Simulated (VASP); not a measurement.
# Al (P6_3/mmc) in VASP: further runs, part 2 of 3

VASP 6.6.1. The steps go on from the part before.

## (3) Single point, PBEsol

This run uses another cell than the first one, of 14.76 Å³/atom, 1.075 times its volume.

INCAR reads:

```
SYSTEM = Al
PREC = Accurate
ENCUT = 520
EDIFF = 1E-6
ISMEAR = -1
SIGMA = 0.05
LREAL = .False.
LASPH = .True.
NELM = 60
ALGO = Normal
ISIF = 2
LWAVE = .False.
LCHARG = .True.
GGA = PS
LELF = .True.
LVHAR = .True.
NBANDS = 10
```

KPOINTS reads:

```
Automatic mesh
0
Gamma
  11 11 6
  0 0 0
```

POSCAR reads:

```
Al
1.0
    2.7426527013      0.0000000000      0.0000000000
   -1.3713263506      2.3752069131      0.0000000000
    0.0000000000      0.0000000000      4.5304196798
Al
2
Direct
    0.3333333333      0.6666666667      0.2500000000
    0.6666666667      0.3333333333      0.7500000000
```

Potentials or basis: VASP PAW PBE potentials, release 64 (Al).

Run with:

```bash
> cat potpaw_PBE.64/Al/POTCAR > POTCAR
> mpirun -np 1 vasp_std > vasp.out
```

OUTCAR:

```text
SYSTEM = Al
   PREC = Accurate
   ENCUT = 520
   EDIFF = 1E-6
   ISMEAR = -1
   LREAL = .False.
   LASPH = .True.
   NELM = 60
   ISIF = 2
   GGA = PS

 ion  position               nearest neighbor table
   1  0.333  0.667  0.250-   2 2.76   2 2.76   2 2.76   2 2.76   2 2.76   2 2.76
   2  0.667  0.333  0.750-   1 2.76   1 2.76   1 2.76   1 2.76   1 2.76   1 2.76

  LATTYP: Found a hexagonal cell.
 ALAT       =     2.7426527013
 C/A-ratio  =     1.6518386297

  Lattice vectors:

 A1 = (   2.7426527013,   0.0000000000,   0.0000000000)
 A2 = (  -1.3713263506,   2.3752069131,   0.0000000000)
 A3 = (   0.0000000000,   0.0000000000,   4.5304196798)

Analysis of symmetry for initial positions (statically):
=====================================================================
 Subroutine PRICEL returns:
 Original cell was already a primitive cell.

 Routine SETGRP: Setting up the symmetry group for a
 hexagonal supercell.

 Subroutine GETGRP returns: Found 24 space group operations
 (whereof 12 operations were pure point group operations)
 out of a pool of 24 trial point group operations.

The static configuration has the point symmetry D_3d.
 The point group associated with its full space group is D_6h.

Analysis of symmetry for dynamics (positions and initial velocities):
=====================================================================
 Subroutine PRICEL returns:
 Original cell was already a primitive cell.

 Routine SETGRP: Setting up the symmetry group for a
 hexagonal supercell.

 Subroutine GETGRP returns: Found 24 space group operations
 (whereof 12 operations were pure point group operations)
 out of a pool of 24 trial point group operations.

The dynamic configuration has the point symmetry D_3d.
 The point group associated with its full space group is D_6h.

 Subroutine INISYM returns: Found 24 space group operations
 (whereof 12 operations are pure point group operations),
 and found     1 'primitive' translations

----------------------------------------------------------------------------------------

                                     Primitive cell

  volume of cell :      29.5128

  direct lattice vectors                    reciprocal lattice vectors
     2.742652701  0.000000000  0.000000000     0.364610510  0.210507976  0.000000000
    -1.371326351  2.375206913  0.000000000     0.000000000  0.421015952  0.000000000
     0.000000000  0.000000000  4.530419680     0.000000000  0.000000000  0.220730102

  length of vectors
     2.742652701  2.742652701  4.530419680     0.421015952  0.421015952  0.220730102

  position of ions in fractional coordinates (direct lattice)
     0.333333333  0.666666667  0.250000000
     0.666666667  0.333333333  0.750000000

  ion indices of the primitive-cell ions
   primitive index   ion index
                 1           1
                 2           2

----------------------------------------------------------------------------------------

 KPOINTS: Automatic mesh

Automatic generation of k-mesh.
 Grid dimensions read from file:
 generate k-points for:   11   11    6

[... 21 lines left out ...]
  0.090909  0.000000  0.000000      6.000000
  0.181818  0.000000  0.000000      6.000000
  0.272727  0.000000  0.000000      6.000000
  0.363636  0.000000  0.000000      6.000000
  0.454545 -0.000000  0.000000      6.000000
[... 16 lines left out ...]
  0.090909  0.090909  0.166667     12.000000
  0.181818  0.090909  0.166667     24.000000
 [... further k-points ...]
   k-points           NKPTS =     64   k-points in BZ     NKDIM =     64   number of bands    NBANDS=     10
   number of dos      NEDOS =    301   number of ions     NIONS =      2
   total plane-waves  NPLWV =  14400
   dimension x,y,z NGX =    20 NGY =   20 NGZ =   36
   dimension x,y,z NGXF=    40 NGYF=   40 NGZF=   72
   ions per type =               2
   NGX,Y,Z   is equivalent  to a cutoff of  12.12, 12.12, 13.21 a.u.
   NGXF,Y,Z  is equivalent  to a cutoff of  24.25, 24.25, 26.42 a.u.
 SYSTEM =  Al
   PREC   = accura    normal or accurate (medium, high low for compatibility)
   ISTART =      0    job   : 0-new  1-cont  2-samecut
   ICHARG =      2    charge: 1-file 2-atom 10-const
   ISPIN  =      1    spin polarized calculation?
   LNONCOLLINEAR =      F non collinear calculations
   LSORBIT =      F    spin-orbit coupling
   LASPH  =      T    aspherical Exc in radial PAW
   ENCUT  =  520.0 eV  38.22 Ry    6.18 a.u.   5.10  5.10  8.42*2*pi/ulx,y,z
   NELM   =     60;   NELMIN=  2; NELMDL= -5     # of ELM steps
   EDIFF  = 0.1E-05   stopping-criterion for ELM
   LREAL  =      F    real-space projection
   EDIFFG = 0.1E-04   stopping-criterion for IOM
   NSW    =      0    number of steps for IOM
   IBRION =     -1    ionic relax: 0-MD 1-quasi-New 2-CG
   NFREE  =      0    steps in history (QN), initial steepest desc. (CG)
   ISIF   =      2    stress and relaxation
   ISYM   =      2    0-nonsym 1-usesym 2-fastsym
   POTIM  = 0.5000    time-step for ionic-motion
   TEBEG  =    0.0;   TEEND  =   0.0 temperature during run
   PSTRESS=    0.0 pullay stress
   NELECT =       6.0000    total number of electrons
   NUPDOWN=      -1.0000    fix difference up-down
   EMIN   =  10.00;   EMAX   =-10.00  energy-range for DOS
   EFERMI =   0.00;   METHOD = LEGACY
   ISMEAR =    -1;   SIGMA  =   0.05  broadening in eV -4-tet -1-fermi 0-gaus
   EFERMI_NEDOS =   21; number of points for ismear=-14 and -15
   IALGO  =     38    algorithm
   IMIX   =      4    mixing-type and parameters
     AMIX     =   0.40;   BMIX     =  1.00
     AMIX_MAG =   1.60;   BMIX_MAG =  1.00
  volume/ion in A,a.u.               =      14.76        99.58
  Fermi-wavevector in a.u.,A,eV,Ry     =   0.962620  1.819089 12.607673  0.926638
  Thomas-Fermi vector in A             =   2.092095
   LORBIT       =      0    0 simple, 1 ext, 2 COOP (PROOUT), +10 PAW based schemes
   GGA     = PS    functional components
   LHFCALC =     F    Hartree Fock is set to
   AEXX    =    0.0000 exact exchange contribution
   IVDW    =     0    specifies the selected vdW correction
   LEPSILON=     F    determine dielectric tensor
   LRPA    =     F    only Hartree local field effects (RPA)
 non-spin polarized calculation
  energy-cutoff  :      520.00
  volume of cell :       29.51
 maximum number of plane-waves:       806
   NGX = 11   NGY = 11   NGZ = 17

 number of electron       6.0000000 magnetization

 Free energy of the ion-electron system (eV)
  ---------------------------------------------------
  ext. energy  EPLUGINS =         0.00000000
  ---------------------------------------------------
  free energy    TOTEN  =        -8.05475468 eV

  energy without entropy =       -8.05004989  energy(sigma->0) =       -8.05240228

 E-fermi :   9.1959     XC(G=0): -10.6722

 val. band max:        9.1805822160   @ k =   0.3636   0.0000   0.5000
 cond. band min:       9.2544662385   @ k =   0.3636   0.0909   0.3333
 fundamental gap:      0.0738840225
 Fermi energy:         9.1958698116

 k-point     1 :       0.0000    0.0000    0.0000
  band No.  band energies     occupation
      1      -2.7630      2.00000
      2       4.0488      2.00000
      3       4.4795      2.00000
      4      20.8696      0.00000
      5      20.8696      0.00000
      6      20.9076      0.00000
      7      20.9076      0.00000
      8      21.6705      0.00000
      9      24.4892      0.00000
     10      24.5537      0.00000
[... 287 lines left out ...]
 k-point    24 :       0.1818    0.0909    0.1667
  band No.  band energies     occupation
      1      -1.0583      2.00000
      2       3.5877      2.00000
      3       8.0858      2.00000
      4      12.6210      0.00000
      5      14.6716      0.00000
      6      17.0133      0.00000
      7      18.9534      0.00000
      8      20.7234      0.00000
      9      20.9489      0.00000
     10      22.7525      0.00000

 [... further k-points ...]

------------------------ aborting loop because EDIFF is reached ----------------------------------------

  FORCE on cell =-STRESS in cart. coord.  units (eV):
  Direction    XX          YY          ZZ          XY          YZ          ZX
  --------------------------------------------------------------------------------------
  -------------------------------------------------------------------------------------
  Total        1.8677970      1.8677970      1.8618342      0.0000000     -0.0000000     -0.0000000
  in kB      101.3980414    101.3980414    101.0743359      0.0000000     -0.0000000     -0.0000000
  external PRESSURE =     101.2901396 kB  Pullay stress =       0.0000000 kB

 VOLUME and BASIS-vectors are now :
 -----------------------------------------------------------------------------
  energy-cutoff  :      520.00
  volume of cell :       29.51
      direct lattice vectors                 reciprocal lattice vectors
     2.742652701  0.000000000  0.000000000     0.364610510  0.210507976  0.000000000
    -1.371326351  2.375206913  0.000000000     0.000000000  0.421015952  0.000000000
     0.000000000  0.000000000  4.530419680     0.000000000  0.000000000  0.220730102

 POSITION                                       TOTAL-FORCE (eV/Angst)
 -----------------------------------------------------------------------------------
     -0.00000      1.58347      1.13260         0.000000     -0.000000      0.000000
      1.37133      0.79174      3.39781        -0.000000      0.000000      0.000000
 -----------------------------------------------------------------------------------
    total drift:                                0.000000     -0.000000      0.000000

  FREE ENERGIE OF THE ION-ELECTRON SYSTEM (eV)
  ---------------------------------------------------
  free  energy   TOTEN  =        -8.0547546767 eV

  energy  without entropy=       -8.0500498931  energy(sigma->0) =       -8.05240228
```

OSZICAR:

```text
N       E                     dE             d eps       ncg     rms          rms(c)
DAV:   1     0.122651980332E+00    0.12265E+00   -0.24346E+03  1280   0.483E+02
DAV:   2    -0.794450342925E+01   -0.80672E+01   -0.76755E+01  1670   0.573E+01
DAV:   3    -0.811914806951E+01   -0.17464E+00   -0.17372E+00  1690   0.699E+00
DAV:   4    -0.811980035801E+01   -0.65229E-03   -0.65222E-03  1534   0.471E-01
DAV:   5    -0.811980543198E+01   -0.50740E-05   -0.50739E-05  1612   0.424E-02    0.226E+00
DAV:   6    -0.808075408447E+01    0.39051E-01   -0.36204E-03  1412   0.288E-01    0.127E+00
DAV:   7    -0.805496506028E+01    0.25789E-01   -0.91763E-03  1360   0.441E-01    0.225E-01
DAV:   8    -0.805475625301E+01    0.20881E-03   -0.15433E-04  1820   0.691E-02    0.548E-02
DAV:   9    -0.805475499484E+01    0.12582E-05   -0.97007E-07  1352   0.631E-03    0.229E-03
DAV:  10    -0.805475467671E+01    0.31813E-06   -0.26423E-08   790   0.101E-03
   1 F= -.80547547E+01 E0= -.80524023E+01  d E =-.470478E-02
```

Run time: 16 s. Hardware: 1 thread of Intel Xeon Platinum 8259CL at 2.50GHz (Skylake/Cascade Lake), shared host; peak memory 0.14 GiB.

Results:

| Item | Value |
| --- | --- |
| Free energy | -8.0548 eV |
| Pressure | 10.1 GPa |
| Band gap on the k mesh | zero (band 3 reaches 13.30 eV, above the bottom of band 4 at 5.99 eV) |

Caveat: the PAW data sets were made with another functional, which shifts forces and pressure a little.

## (4) Single point, PBEsol

This run uses another cell than the first one, of 15.44 Å³/atom, 1.125 times its volume.

INCAR reads:

```
SYSTEM = Al
ALGO = Normal ; EDIFF = 1E-6
ENCUT = 520 ; GGA = PS
ISIF = 2 ; ISMEAR = -1
LASPH = .TRUE. ; LCHARG = .TRUE.
LELF = .TRUE. ; LREAL = .FALSE.
LVHAR = .TRUE. ; LWAVE = .FALSE.
NBANDS = 10 ; NELM = 80
PREC = Accurate ; SIGMA = 0.05
```

KPOINTS reads:

```
k-points
0
G
  11 11 6
  0 0 0
```

POSCAR reads:

```
Al
1.0
    2.7837247417      0.0000000000      0.0000000000
   -1.3918623708      2.4107763435      0.0000000000
    0.0000000000      0.0000000000      4.6014819591
Al
2
Direct
    0.3333333333      0.6666666667      0.2500000000
    0.6666666667      0.3333333333      0.7500000000
```

Run with:

```bash
> cat potpaw_PBE.64/Al/POTCAR > POTCAR
> mpirun -np 1 vasp_std > vasp.out
```

Wall time 16 s (1 thread of Intel Xeon Platinum 8259CL at 2.50GHz (Skylake/Cascade Lake), shared host); peak memory 0.15 GiB.

It converged, with:

```
Free energy            : -8.1189 eV
Pressure               : 5.1 GPa
Band gap on the k mesh : zero (band 3 reaches 12.71 eV, above the bottom of band 4 at 5.54 eV)
```

Levels at points of the mesh, in eV from the Fermi level:
| k point | band 1 | band 2 | band 3 | band 4 | band 5 | band 6 |
| --- | --- | --- | --- | --- | --- | --- |
| (0.00, 0.00, 0.00) | -11.62 | -4.95 | -4.65 | 11.30 | 11.30 | 11.47 |
| (0.00, 0.00, 0.50) | -9.89 | -9.89 | 3.32 | 3.32 | 12.35 | 12.35 |

Caveat: the PAW data sets were made with another functional, which shifts forces and pressure a little.

[end of part 2 of 3]
